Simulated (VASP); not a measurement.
# Si (I4_1/amd) in VASP: a series of runs

Si is run at these levels: PBE; tasks: single point.

Everything below comes from runs of VASP 6.6.1. Logs are shortened: lines on timing, memory, paths and dates and some standing lists are left out, and cuts for length are marked.

## (1) The cell of the first run

The structure is tetragonal, space group I4_1/amd (No. 141). The conventional cell has a = 3.101 Å, b = 3.101 Å, c = 10.495 Å, α = 90.00°, β = 90.00°, γ = 90.00°. Within 3.2 Å of Si (site symmetry 2mm) lie 14 Si at 2.33 to 3.10 Å.

The cell was built from a structure type or drawn by symmetry, and may not be a known phase.

## (2) Single point, PBE

File INCAR:

```
SYSTEM = Si
PREC = Accurate ; ENCUT = 520
EDIFF = 1E-6 ; ISMEAR = 0
SIGMA = 0.1 ; LREAL = .FALSE.
LASPH = .TRUE. ; NELM = 60
ALGO = Normal ; ISIF = 2
LWAVE = .FALSE. ; LCHARG = .TRUE.
GGA = PE ; LELF = .TRUE.
LVHAR = .TRUE. ; NBANDS = 16
```

File KPOINTS:

```
regular mesh
0
G
  8 8 8
  0 0 0
```

File POSCAR:

```
Si
1.0
   -1.5507345900      1.5507345900      5.2474376800
    1.5507345900     -1.5507345900      5.2474376800
    1.5507345900      1.5507345900     -5.2474376800
Si
4
Direct
    0.7920000000      0.7920000000      0.0000000000
    0.5420000000      0.0420000000      0.5000000000
    0.2080000000      0.2080000000      0.0000000000
    0.9580000000      0.4580000000      0.5000000000
```

Potentials or basis: VASP PAW PBE potentials, release 64 (Si).

Run with:

```bash
cat potpaw_PBE.64/Si/POTCAR > POTCAR
mpirun -np 1 vasp_std > vasp.out
```

OUTCAR:

```text
SYSTEM = Si
   PREC = Accurate
   ENCUT = 520
   EDIFF = 1E-6
   ISMEAR = 0
   LREAL = .FALSE.
   LASPH = .TRUE.
   NELM = 60
   ISIF = 2
   GGA = PE

 ion  position               nearest neighbor table
   1  0.792  0.792  0.000-   4 2.33   4 2.33   3 2.36   3 2.36   3 2.36   3 2.36   2 3.05   2 3.05
                             2 3.05   2 3.05
   2  0.542  0.042  0.500-   3 2.33   3 2.33   4 2.36   4 2.36   4 2.36   4 2.36   1 3.05   1 3.05
                             1 3.05   1 3.05
   3  0.208  0.208  0.000-   2 2.33   2 2.33   1 2.36   1 2.36   1 2.36   1 2.36   4 3.05   4 3.05
                             4 3.05   4 3.05
   4  0.958  0.458  0.500-   1 2.33   1 2.33   2 2.36   2 2.36   2 2.36   2 2.36   3 3.05   3 3.05
                             3 3.05   3 3.05

  LATTYP: Found a body centered tetragonal cell.
 ALAT       =     3.1014691800
 C/A-ratio  =     3.3838399645

  Lattice vectors:

 A1 = (  -1.5507345900,   1.5507345900,   5.2474376800)
 A2 = (   1.5507345900,  -1.5507345900,   5.2474376800)
 A3 = (   1.5507345900,   1.5507345900,  -5.2474376800)

Analysis of symmetry for initial positions (statically):
=====================================================================
 Subroutine PRICEL returns:
 Original cell was already a primitive cell.

 Routine SETGRP: Setting up the symmetry group for a
 body centered tetragonal supercell.

 Subroutine GETGRP returns: Found 16 space group operations
 (whereof  8 operations were pure point group operations)
 out of a pool of 16 trial point group operations.

The static configuration has the point symmetry D_2d.
 The point group associated with its full space group is D_4h.

Analysis of symmetry for dynamics (positions and initial velocities):
=====================================================================
 Subroutine PRICEL returns:
 Original cell was already a primitive cell.

 Routine SETGRP: Setting up the symmetry group for a
 body centered tetragonal supercell.

 Subroutine GETGRP returns: Found 16 space group operations
 (whereof  8 operations were pure point group operations)
 out of a pool of 16 trial point group operations.

The dynamic configuration has the point symmetry D_2d.
 The point group associated with its full space group is D_4h.

 Subroutine INISYM returns: Found 16 space group operations
 (whereof  8 operations are pure point group operations),
 and found     1 'primitive' translations

----------------------------------------------------------------------------------------

                                     Primitive cell

  volume of cell :      50.4757

  direct lattice vectors                    reciprocal lattice vectors
    -1.550734590  1.550734590  5.247437680     0.000000000  0.322427837  0.095284600
     1.550734590 -1.550734590  5.247437680     0.322427837  0.000000000  0.095284600
     1.550734590  1.550734590 -5.247437680     0.322427837  0.322427837  0.000000000

  length of vectors
     5.687280347  5.687280347  5.687280347     0.336212530  0.336212530  0.455981820

  position of ions in fractional coordinates (direct lattice)
     0.792000000  0.792000000  0.000000000
     0.542000000  0.042000000  0.500000000
     0.208000000  0.208000000  0.000000000
     0.958000000  0.458000000  0.500000000

  ion indices of the primitive-cell ions
   primitive index   ion index
                 1           1
                 2           2
                 3           3
                 4           4

----------------------------------------------------------------------------------------

 KPOINTS: regular mesh

Automatic generation of k-mesh.
 Grid dimensions read from file:
 generate k-points for:    8    8    8

 Generating k-lattice:

  Cartesian coordinates                     Fractional coordinates (reciprocal lattice)
     0.000000000  0.040303480  0.011910575     0.125000000 -0.000000000  0.000000000
     0.040303480  0.000000000  0.011910575    -0.000000000  0.125000000  0.000000000
     0.040303480  0.040303480  0.000000000     0.000000000  0.000000000  0.125000000

  Length of vectors
     0.042026566  0.042026566  0.056997728

  Shift w.r.t. Gamma in fractional coordinates (k-lattice)
     0.000000000  0.000000000  0.000000000

 Subroutine IBZKPT returns following result:
 ===========================================

 Found     59 irreducible k-points:

 Following reciprocal coordinates:
            Coordinates               Weight
  0.000000  0.000000  0.000000      1.000000
  0.125000  0.000000  0.000000      8.000000
  0.250000  0.000000  0.000000      8.000000
  0.375000  0.000000  0.000000      8.000000
  0.500000  0.000000  0.000000      4.000000
  0.125000  0.125000  0.000000      8.000000
[... 16 lines left out ...]
  0.250000  0.125000  0.125000     16.000000
  0.375000  0.125000  0.125000      8.000000
 [... further k-points ...]
   k-points           NKPTS =     59   k-points in BZ     NKDIM =     59   number of bands    NBANDS=     16
   number of dos      NEDOS =    301   number of ions     NIONS =      4
   total plane-waves  NPLWV =  74088
   dimension x,y,z NGX =    42 NGY =   42 NGZ =   42
   dimension x,y,z NGXF=    84 NGYF=   84 NGZF=   84
   ions per type =               4
   NGX,Y,Z   is equivalent  to a cutoff of  12.28, 12.28, 12.28 a.u.
   NGXF,Y,Z  is equivalent  to a cutoff of  24.55, 24.55, 24.55 a.u.
 SYSTEM =  Si
   PREC   = accura    normal or accurate (medium, high low for compatibility)
   ISTART =      0    job   : 0-new  1-cont  2-samecut
   ICHARG =      2    charge: 1-file 2-atom 10-const
   ISPIN  =      1    spin polarized calculation?
   LNONCOLLINEAR =      F non collinear calculations
   LSORBIT =      F    spin-orbit coupling
   LASPH  =      T    aspherical Exc in radial PAW
   ENCUT  =  520.0 eV  38.22 Ry    6.18 a.u.  10.57 10.57 10.57*2*pi/ulx,y,z
   NELM   =     60;   NELMIN=  2; NELMDL= -5     # of ELM steps
   EDIFF  = 0.1E-05   stopping-criterion for ELM
   LREAL  =      F    real-space projection
   EDIFFG = 0.1E-04   stopping-criterion for IOM
   NSW    =      0    number of steps for IOM
   IBRION =     -1    ionic relax: 0-MD 1-quasi-New 2-CG
   NFREE  =      0    steps in history (QN), initial steepest desc. (CG)
   ISIF   =      2    stress and relaxation
   ISYM   =      2    0-nonsym 1-usesym 2-fastsym
   POTIM  = 0.5000    time-step for ionic-motion
   TEBEG  =    0.0;   TEEND  =   0.0 temperature during run
   PSTRESS=    0.0 pullay stress
   NELECT =      16.0000    total number of electrons
   NUPDOWN=      -1.0000    fix difference up-down
   EMIN   =  10.00;   EMAX   =-10.00  energy-range for DOS
   EFERMI =   0.00;   METHOD = LEGACY
   ISMEAR =     0;   SIGMA  =   0.10  broadening in eV -4-tet -1-fermi 0-gaus
   EFERMI_NEDOS =   21; number of points for ismear=-14 and -15
   IALGO  =     38    algorithm
   IMIX   =      4    mixing-type and parameters
     AMIX     =   0.40;   BMIX     =  1.00
     AMIX_MAG =   1.60;   BMIX_MAG =  1.00
  volume/ion in A,a.u.               =      12.62        85.16
  Fermi-wavevector in a.u.,A,eV,Ry     =   1.116231  2.109371 16.952474  1.245972
  Thomas-Fermi vector in A             =   2.252843
   LORBIT       =      0    0 simple, 1 ext, 2 COOP (PROOUT), +10 PAW based schemes
   GGA     = PE    functional components
   LHFCALC =     F    Hartree Fock is set to
   AEXX    =    0.0000 exact exchange contribution
   IVDW    =     0    specifies the selected vdW correction
   LEPSILON=     F    determine dielectric tensor
   LRPA    =     F    only Hartree local field effects (RPA)
 non-spin polarized calculation
 Gauss-broadening in eV      SIGMA  =   0.10
  energy-cutoff  :      520.00
  volume of cell :       50.48
 maximum number of plane-waves:      1376
   NGX = 21   NGY = 21   NGZ = 21

 number of electron      16.0000000 magnetization

 Free energy of the ion-electron system (eV)
  ---------------------------------------------------
  ext. energy  EPLUGINS =         0.00000000
  ---------------------------------------------------
  free energy    TOTEN  =       -18.57653621 eV

  energy without entropy =      -18.56500955  energy(sigma->0) =      -18.57077288

 E-fermi :  11.6876     XC(G=0): -11.6556

 val. band max:       11.6736994708   @ k =   0.2500   0.2500   0.1250
 cond. band min:      11.7008742516   @ k =  -0.3750   0.3750   0.0000
 fundamental gap:      0.0271747807
 Fermi energy:        11.6875860173

 k-point     1 :       0.0000    0.0000    0.0000
  band No.  band energies     occupation
      1      -3.9112      2.00000
      2       0.6049      2.00000
      3       1.9254      2.00000
      4      10.3968      2.00000
      5      10.3968      2.00000
      6      10.6970      2.00000
[... 8 lines left out ...]
     15      19.3237      0.00000
     16      20.6195      0.00000

 k-point     2 :       0.1250    0.0000    0.0000
  band No.  band energies     occupation
      1      -3.6589      2.00000
      2       0.5978      2.00000
      3       2.4047      2.00000
      4       8.1099      2.00000
      5       8.6918      2.00000
      6      10.4472      2.00000
[... 8 lines left out ...]
     15      18.6203      0.00000
     16      19.5347      0.00000

 k-point     3 :       0.2500    0.0000    0.0000
  band No.  band energies     occupation
      1      -2.9068      2.00000
      2       0.8126      2.00000
      3       3.5317      2.00000
      4       5.1898      2.00000
      5       6.3760      2.00000
      6      10.8362      2.00000
[... 8 lines left out ...]
     15      19.3929      0.00000
     16      20.0549      0.00000
[... 362 lines left out ...]
 k-point    23 :       0.2500    0.1250    0.1250
  band No.  band energies     occupation
      1      -0.7663      2.00000
      2       2.2282      2.00000
      3       3.4454      2.00000
      4       4.9848      2.00000
      5       6.2074      2.00000
      6       7.1075      2.00000
[... 8 lines left out ...]
     15      20.3202      0.00000
     16      21.5092      0.00000

 k-point    24 :       0.3750    0.1250    0.1250
  band No.  band energies     occupation
      1       0.5441      2.00000
      2       1.4248      2.00000
      3       3.3570      2.00000
      4       3.7663      2.00000
      5       7.6195      2.00000
      6       7.8504      2.00000
[... 8 lines left out ...]
     15      21.8943      0.00000
     16      22.2540      0.00000

 [... further k-points ...]

------------------------ aborting loop because EDIFF is reached ----------------------------------------

  FORCE on cell =-STRESS in cart. coord.  units (eV):
  Direction    XX          YY          ZZ          XY          YZ          ZX
  --------------------------------------------------------------------------------------
  -------------------------------------------------------------------------------------
  Total       13.1206674     13.1206674      8.4403566      0.0000000      0.0000000      0.0000000
  in kB      416.4705331    416.4705331    267.9101393      0.0000000      0.0000000      0.0000000
  external PRESSURE =     366.9504018 kB  Pullay stress =       0.0000000 kB

 VOLUME and BASIS-vectors are now :
 -----------------------------------------------------------------------------
  energy-cutoff  :      520.00
  volume of cell :       50.48
      direct lattice vectors                 reciprocal lattice vectors
    -1.550734590  1.550734590  5.247437680     0.000000000  0.322427837  0.095284600
     1.550734590 -1.550734590  5.247437680     0.322427837  0.000000000  0.095284600
     1.550734590  1.550734590 -5.247437680     0.322427837  0.322427837  0.000000000

 POSITION                                       TOTAL-FORCE (eV/Angst)
 -----------------------------------------------------------------------------------
      0.00000      0.00000      8.31194         0.000000      0.000000     -0.218015
     -0.00000      1.55073      0.44078        -0.000000     -0.000000     -0.218015
      0.00000      0.00000      2.18293        -0.000000     -0.000000      0.218015
      0.00000      1.55073      4.80665         0.000000      0.000000      0.218015
 -----------------------------------------------------------------------------------
    total drift:                                0.000000     -0.000000     -0.000000

  FREE ENERGIE OF THE ION-ELECTRON SYSTEM (eV)
  ---------------------------------------------------
  free  energy   TOTEN  =       -18.5765362090 eV

  energy  without entropy=      -18.5650095524  energy(sigma->0) =      -18.57077288
```

Run time: 40 s. Hardware: 1 thread of Intel Xeon 6975P-C (Granite Rapids), shared host; peak memory 0.24 GiB.

What came out:

- Free energy: -18.5765 eV
- Pressure: 36.7 GPa
- Largest force: 0.218 eV/Å
- Band gap on the k mesh: zero (bands 8 and 9 overlap by 5.04 eV)

Forces on the atoms (eV/Å):
```
Si   0.000  0.000 -0.218
Si   0.000  0.000 -0.218
Si   0.000  0.000  0.218
Si   0.000  0.000  0.218
```

Caveat: the cell stands under pressure.

## (3) Single point, PBE

This run uses another cell than the first one, of 15.53 Å³/atom.

File INCAR:

```
PREC     = Accurate       # precision mode
ENCUT    = 520            # plane-wave cutoff, eV
EDIFF    = 1E-6           # SCF threshold, eV
ISMEAR   = 0              # smearing method
SIGMA    = 0.1            # smearing width, eV
LREAL    = F              # projectors in reciprocal space
LASPH    = T              # aspherical terms in the spheres
NELM     = 60             # most SCF steps
ALGO     = Normal         # electronic algorithm
ISIF     = 2              # what is computed and relaxed
LWAVE    = F              # write WAVECAR
LCHARG   = T              # write CHGCAR
GGA      = PE             # functional
LELF     = T              # ELF
LVHAR    = T            
NBANDS   = 16             # bands
```

File KPOINTS:

```
regular mesh
0
Gamma
  8 8 8
```

File POSCAR:

```
Si
1.0
   -1.7451398906      1.7451398906      5.0988753730
    1.7451398906     -1.7451398906      5.0988753730
    1.7451398906      1.7451398906     -5.0988753730
Si
4
Direct
    0.7863204422      0.7863204422      0.0000000000
    0.5363204422      0.0363204422      0.5000000000
    0.2136795578      0.2136795578      0.0000000000
    0.9636795578      0.4636795578      0.5000000000
```

Potentials or basis: VASP PAW PBE potentials, release 64 (Si).

Run with:

```bash
cat potpaw_PBE.64/Si/POTCAR > POTCAR
mpirun -np 1 vasp_std > vasp.out
```

Wall time 42 s (1 thread of Intel Xeon 6975P-C (Granite Rapids), shared host); peak memory 0.24 GiB.

Results (log left out):

```yaml
Free_energy: -19.9147 eV
Pressure: 0.1 GPa
Band_gap_on_the_k_mesh: zero (bands 8 and 9 overlap by 3.95 eV)
```

Stress tensor (GPa, compression positive):
```
 0.24  0.00  0.00
 0.00  0.24  0.00
 0.00  0.00 -0.28
```

Levels at points of the mesh, in eV from the Fermi level:
| k point | band 6 | band 7 | band 8 | band 9 | band 10 | band 11 |
| --- | --- | --- | --- | --- | --- | --- |
| (0.00, 0.00, 0.00) | -1.68 | -1.68 | -0.20 | 0.16 | 0.34 | 0.79 |
| (0.50, 0.00, 0.00) | -1.87 | -0.67 | 0.53 | 2.00 | 2.01 | 2.16 |
| (0.50, 0.50, 0.00) | -5.87 | -3.16 | -3.16 | -1.79 | -1.79 | 3.66 |
| (0.50, 0.50, 0.50) | -2.39 | -0.47 | -0.47 | 0.98 | 0.98 | 3.10 |
